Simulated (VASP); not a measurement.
# CoSi (P2_13) in VASP: a series of runs

Runs on CoSi. Level: PBE. Tasks: single point, relaxation of cell and atoms.

Program: VASP 6.6.1. These are calculated values, not measurements. Logs are shortened: lines on timing, memory, paths and dates and some standing lists are left out, and cuts for length are marked.

### Step 1. The cell of the first run

It takes space group P2_13 (No. 198, cubic). The conventional cell has a = 4.431 Å, b = 4.431 Å, c = 4.431 Å, α = 90.00°, β = 90.00°, γ = 90.00°. Within 3.1 Å of Co (site symmetry 3) lie 7 Si at 2.32 to 2.43 Å and 6 Co at 2.72 Å. Within 3.1 Å of Si (site symmetry 3) lie 7 Co at 2.32 to 2.43 Å and 6 Si at 2.74 Å.

### Step 2. Single point, PBE

INCAR reads:

```
ALGO     = Normal         # electronic algorithm
EDIFF    = 1E-7           # SCF threshold, eV
ENCUT    = 520            # plane-wave cutoff, eV
GGA      = PE             # functional
ISIF     = 2              # what is computed and relaxed
ISMEAR   = 0              # smearing method
LASPH    = T              # aspherical terms in the spheres
LCHARG   = T              # write CHGCAR
LELF     = T              # ELF
LREAL    = F              # projectors in reciprocal space
LVHAR    = T            
LWAVE    = F              # write WAVECAR
NBANDS   = 36             # bands
NELM     = 100            # most SCF steps
PREC     = Accurate       # precision mode
SIGMA    = 0.05           # smearing width, eV
```

KPOINTS reads:

```
k-points
0
Gamma
  8 8 8
```

POSCAR reads:

```
CoSi
1.0
    4.4307862985      0.0000000000      0.0000000000
    0.0000000000      4.4307862985      0.0000000000
    0.0000000000      0.0000000000      4.4307862985
Co Si
4 4
Direct
    0.1450295574      0.1450295574      0.1450295574
    0.3549704426      0.8549704426      0.6450295574
    0.6450295574      0.3549704426      0.8549704426
    0.8549704426      0.6450295574      0.3549704426
    0.8431660435      0.8431660435      0.8431660435
    0.6568339565      0.1568339565      0.3431660435
    0.3431660435      0.6568339565      0.1568339565
    0.1568339565      0.3431660435      0.6568339565
```

Potentials or basis: VASP PAW PBE potentials, release 64 (Co, Si).

Run with:

```bash
cat potpaw_PBE.64/Co/POTCAR potpaw_PBE.64/Si/POTCAR > POTCAR
mpirun -np 1 vasp_std > vasp.out
```

OUTCAR:

```text
EDIFF = 1E-7
   ENCUT = 520
   GGA = PE
   ISIF = 2
   ISMEAR = 0
   LASPH = T
   LREAL = F
   NELM = 100
   PREC = Accurate

 ion  position               nearest neighbor table
   1  0.145  0.145  0.145-   5 2.32   6 2.34   7 2.34   8 2.34   7 2.43   8 2.43   6 2.43   3 2.72
                             4 2.72   2 2.72   2 2.72   4 2.72   3 2.72
   2  0.355  0.855  0.645-   6 2.32   5 2.34   7 2.34   8 2.34   7 2.43   8 2.43   5 2.43   1 2.72
                             1 2.72   3 2.72   3 2.72   4 2.72   4 2.72
   3  0.645  0.355  0.855-   7 2.32   6 2.34   5 2.34   8 2.34   8 2.43   6 2.43   5 2.43   1 2.72
                             4 2.72   2 2.72   2 2.72   4 2.72   1 2.72
   4  0.855  0.645  0.355-   8 2.32   6 2.34   7 2.34   5 2.34   6 2.43   5 2.43   7 2.43   1 2.72
                             3 2.72   2 2.72   1 2.72   2 2.72   3 2.72
   5  0.843  0.843  0.843-   1 2.32   2 2.34   3 2.34   4 2.34   3 2.43   4 2.43   2 2.43   8 2.74
                             8 2.74   6 2.74   6 2.74   7 2.74   7 2.74
   6  0.657  0.157  0.343-   2 2.32   1 2.34   3 2.34   4 2.34   3 2.43   4 2.43   1 2.43   7 2.74
                             7 2.74   5 2.74   8 2.74   5 2.74   8 2.74
   7  0.343  0.657  0.157-   3 2.32   2 2.34   1 2.34   4 2.34   4 2.43   2 2.43   1 2.43   6 2.74
                             6 2.74   8 2.74   8 2.74   5 2.74   5 2.74
   8  0.157  0.343  0.657-   4 2.32   2 2.34   3 2.34   1 2.34   2 2.43   1 2.43   3 2.43   5 2.74
                             5 2.74   7 2.74   7 2.74   6 2.74   6 2.74

  LATTYP: Found a simple cubic cell.
 ALAT       =     4.4307862985

  Lattice vectors:

 A1 = (   4.4307862985,   0.0000000000,   0.0000000000)
 A2 = (   0.0000000000,   4.4307862985,   0.0000000000)
 A3 = (   0.0000000000,   0.0000000000,   4.4307862985)

Analysis of symmetry for initial positions (statically):
=====================================================================
 Subroutine PRICEL returns:
 Original cell was already a primitive cell.

 Routine SETGRP: Setting up the symmetry group for a
 simple cubic supercell.

 Subroutine GETGRP returns: Found 12 space group operations
 (whereof  3 operations were pure point group operations)
 out of a pool of 48 trial point group operations.

The static configuration has the point symmetry C_3 .
 The point group associated with its full space group is T   .

Analysis of symmetry for dynamics (positions and initial velocities):
=====================================================================
 Subroutine PRICEL returns:
 Original cell was already a primitive cell.

 Routine SETGRP: Setting up the symmetry group for a
 simple cubic supercell.

 Subroutine GETGRP returns: Found 12 space group operations
 (whereof  3 operations were pure point group operations)
 out of a pool of 48 trial point group operations.

The dynamic configuration has the point symmetry C_3 .
 The point group associated with its full space group is T   .

 Subroutine INISYM returns: Found 12 space group operations
 (whereof  3 operations are pure point group operations),
 and found     1 'primitive' translations

----------------------------------------------------------------------------------------

                                     Primitive cell

  volume of cell :      86.9846

  direct lattice vectors                    reciprocal lattice vectors
     4.430786299  0.000000000  0.000000000     0.225693575  0.000000000  0.000000000
     0.000000000  4.430786299  0.000000000     0.000000000  0.225693575  0.000000000
     0.000000000  0.000000000  4.430786299     0.000000000  0.000000000  0.225693575

  length of vectors
     4.430786299  4.430786299  4.430786299     0.225693575  0.225693575  0.225693575

  position of ions in fractional coordinates (direct lattice)
     0.145029557  0.145029557  0.145029557
     0.354970443  0.854970443  0.645029557
     0.645029557  0.354970443  0.854970443
     0.854970443  0.645029557  0.354970443
     0.843166043  0.843166043  0.843166043
     0.656833957  0.156833957  0.343166043
     0.343166043  0.656833957  0.156833957
     0.156833957  0.343166043  0.656833957

  ion indices of the primitive-cell ions
   primitive index   ion index
                 1           1
                 2           2
                 3           3
                 4           4
                 5           5
                 6           6
                 7           7
                 8           8

----------------------------------------------------------------------------------------

 KPOINTS: k-points

Automatic generation of k-mesh.
 Grid dimensions read from file:
 generate k-points for:    8    8    8

 Generating k-lattice:

  Cartesian coordinates                     Fractional coordinates (reciprocal lattice)
     0.028211697  0.000000000  0.000000000     0.125000000  0.000000000  0.000000000
     0.000000000  0.028211697  0.000000000     0.000000000  0.125000000  0.000000000
     0.000000000  0.000000000  0.028211697     0.000000000  0.000000000  0.125000000

  Length of vectors
     0.028211697  0.028211697  0.028211697

  Shift w.r.t. Gamma in fractional coordinates (k-lattice)
     0.000000000  0.000000000  0.000000000

 Subroutine IBZKPT returns following result:
 ===========================================

 Found     45 irreducible k-points:

 Following reciprocal coordinates:
            Coordinates               Weight
  0.000000  0.000000  0.000000      1.000000
  0.125000  0.000000  0.000000      6.000000
  0.250000  0.000000  0.000000      6.000000
  0.375000  0.000000  0.000000      6.000000
  0.500000  0.000000  0.000000      3.000000
  0.125000  0.125000  0.000000     12.000000
[... 16 lines left out ...]
  0.250000  0.125000  0.125000     24.000000
  0.375000  0.125000  0.125000     24.000000
 [... further k-points ...]
   k-points           NKPTS =     45   k-points in BZ     NKDIM =     45   number of bands    NBANDS=     36
   number of dos      NEDOS =    301   number of ions     NIONS =      8
   total plane-waves  NPLWV =  46656
   dimension x,y,z NGX =    36 NGY =   36 NGZ =   36
   dimension x,y,z NGXF=    72 NGYF=   72 NGZF=   72
   ions per type =               4   4
   NGX,Y,Z   is equivalent  to a cutoff of  13.51, 13.51, 13.51 a.u.
   NGXF,Y,Z  is equivalent  to a cutoff of  27.01, 27.01, 27.01 a.u.
 SYSTEM =  unknown system
   PREC   = accura    normal or accurate (medium, high low for compatibility)
   ISTART =      0    job   : 0-new  1-cont  2-samecut
   ICHARG =      2    charge: 1-file 2-atom 10-const
   ISPIN  =      1    spin polarized calculation?
   LNONCOLLINEAR =      F non collinear calculations
   LSORBIT =      F    spin-orbit coupling
   LASPH  =      T    aspherical Exc in radial PAW
   ENCUT  =  520.0 eV  38.22 Ry    6.18 a.u.   8.24  8.24  8.24*2*pi/ulx,y,z
   NELM   =    100;   NELMIN=  2; NELMDL= -5     # of ELM steps
   EDIFF  = 0.1E-06   stopping-criterion for ELM
   LREAL  =      F    real-space projection
   EDIFFG = 0.1E-05   stopping-criterion for IOM
   NSW    =      0    number of steps for IOM
   IBRION =     -1    ionic relax: 0-MD 1-quasi-New 2-CG
   NFREE  =      0    steps in history (QN), initial steepest desc. (CG)
   ISIF   =      2    stress and relaxation
   ISYM   =      2    0-nonsym 1-usesym 2-fastsym
   POTIM  = 0.5000    time-step for ionic-motion
   TEBEG  =    0.0;   TEEND  =   0.0 temperature during run
   PSTRESS=    0.0 pullay stress
   NELECT =      52.0000    total number of electrons
   NUPDOWN=      -1.0000    fix difference up-down
   EMIN   =  10.00;   EMAX   =-10.00  energy-range for DOS
   EFERMI =   0.00;   METHOD = LEGACY
   ISMEAR =     0;   SIGMA  =   0.05  broadening in eV -4-tet -1-fermi 0-gaus
   EFERMI_NEDOS =   21; number of points for ismear=-14 and -15
   IALGO  =     38    algorithm
   IMIX   =      4    mixing-type and parameters
     AMIX     =   0.40;   BMIX     =  1.00
     AMIX_MAG =   1.60;   BMIX_MAG =  1.00
  volume/ion in A,a.u.               =      10.87        73.38
  Fermi-wavevector in a.u.,A,eV,Ry     =   1.379098  2.606117 25.877076  1.901911
  Thomas-Fermi vector in A             =   2.504099
   LORBIT       =      0    0 simple, 1 ext, 2 COOP (PROOUT), +10 PAW based schemes
   GGA     = PE    functional components
   LHFCALC =     F    Hartree Fock is set to
   AEXX    =    0.0000 exact exchange contribution
   IVDW    =     0    specifies the selected vdW correction
   LEPSILON=     F    determine dielectric tensor
   LRPA    =     F    only Hartree local field effects (RPA)
 non-spin polarized calculation
 Gauss-broadening in eV      SIGMA  =   0.05
  energy-cutoff  :      520.00
  volume of cell :       86.98
 maximum number of plane-waves:      2360
 NGX is ok and might be reduce to    36
   NGX = 17   NGY = 17   NGZ = 17

 number of electron      52.0000004 magnetization

 Free energy of the ion-electron system (eV)
  ---------------------------------------------------
  ext. energy  EPLUGINS =         0.00000000
  ---------------------------------------------------
  free energy    TOTEN  =       -54.74883926 eV

  energy without entropy =      -54.74669973  energy(sigma->0) =      -54.74776950

 E-fermi :  12.1028     XC(G=0): -12.8672

 val. band max:       12.1024239667   @ k =   0.5000   0.5000   0.3750
 cond. band min:      12.2409461386   @ k =   0.3750   0.3750   0.3750
 fundamental gap:      0.1385221719
 Fermi energy:        12.1028252980

 k-point     1 :       0.0000    0.0000    0.0000
  band No.  band energies     occupation
      1      -1.5639      2.00000
      2       3.9303      2.00000
      3       3.9303      2.00000
      4       3.9303      2.00000
      5       6.6307      2.00000
      6       6.6307      2.00000
[... 28 lines left out ...]
     35      15.6775      0.00000
     36      16.9708      0.00000

 k-point     2 :       0.1250    0.0000    0.0000
  band No.  band energies     occupation
      1      -1.4475      2.00000
      2       3.1369      2.00000
      3       4.0047      2.00000
      4       4.5010      2.00000
      5       6.1969      2.00000
      6       6.7005      2.00000
[... 28 lines left out ...]
     35      16.0949      0.00000
     36      17.4050      0.00000
[... 817 lines left out ...]
     35      16.6378      0.00000
     36      17.2010      0.00000

 k-point    24 :       0.3750    0.1250    0.1250
  band No.  band energies     occupation
      1      -0.3170      2.00000
      2       1.3262      2.00000
      3       3.9590      2.00000
      4       4.9003      2.00000
      5       5.7638      2.00000
      6       6.4998      2.00000
[... 28 lines left out ...]
     35      16.9451      0.00000
     36      17.7548      0.00000

 [... further k-points ...]
[... 5 lines left out ...]
  --------------------------------------------------------------------------------------
  -------------------------------------------------------------------------------------
  Total       -0.0626130     -0.0626130     -0.0626130      0.0000000      0.0000000      0.0000000
  in kB       -1.1532737     -1.1532737     -1.1532737      0.0000000      0.0000000      0.0000000
  external PRESSURE =      -1.1532737 kB  Pullay stress =       0.0000000 kB

 VOLUME and BASIS-vectors are now :
 -----------------------------------------------------------------------------
  energy-cutoff  :      520.00
  volume of cell :       86.98
      direct lattice vectors                 reciprocal lattice vectors
     4.430786299  0.000000000  0.000000000     0.225693575  0.000000000  0.000000000
     0.000000000  4.430786299  0.000000000     0.000000000  0.225693575  0.000000000
     0.000000000  0.000000000  4.430786299     0.000000000  0.000000000  0.225693575

 POSITION                                       TOTAL-FORCE (eV/Angst)
 -----------------------------------------------------------------------------------
      0.64259      0.64259      0.64259         0.000977      0.000977      0.000977
      1.57280      3.78819      2.85799        -0.000977     -0.000977      0.000977
      2.85799      1.57280      3.78819         0.000977     -0.000977     -0.000977
      3.78819      2.85799      1.57280        -0.000977      0.000977     -0.000977
      3.73589      3.73589      3.73589         0.002109      0.002109      0.002109
      2.91029      0.69490      1.52050        -0.002109     -0.002109      0.002109
      1.52050      2.91029      0.69490         0.002109     -0.002109     -0.002109
      0.69490      1.52050      2.91029        -0.002109      0.002109     -0.002109
 -----------------------------------------------------------------------------------
    total drift:                               -0.000000      0.000000      0.000000

  FREE ENERGIE OF THE ION-ELECTRON SYSTEM (eV)
  ---------------------------------------------------
  free  energy   TOTEN  =       -54.7488392620 eV

  energy  without entropy=      -54.7466997344  energy(sigma->0) =      -54.74776950
```

Wall time 86 s (1 thread of AMD EPYC 9R45 (Zen 5), shared host); peak memory 0.24 GiB.

Results:

```
Free energy            : -54.7488 eV
Pressure               : -0.1 GPa
Largest force          : 0.004 eV/Å
Band gap on the k mesh : zero (band 26 reaches 12.10 eV, above the bottom of band 27 at 11.89 eV)
```

Forces in eV/Å, atoms in the order of the input:
```
Co   0.001  0.001  0.001
Co  -0.001 -0.001  0.001
Co   0.001 -0.001 -0.001
Co  -0.001  0.001 -0.001
Si   0.002  0.002  0.002
Si  -0.002 -0.002  0.002
Si   0.002 -0.002 -0.002
Si  -0.002  0.002 -0.002
```

Spin polarisation is off, so any magnetic state and its effect on volume and gap are missing.

(Part 1 of 2 ends here.)
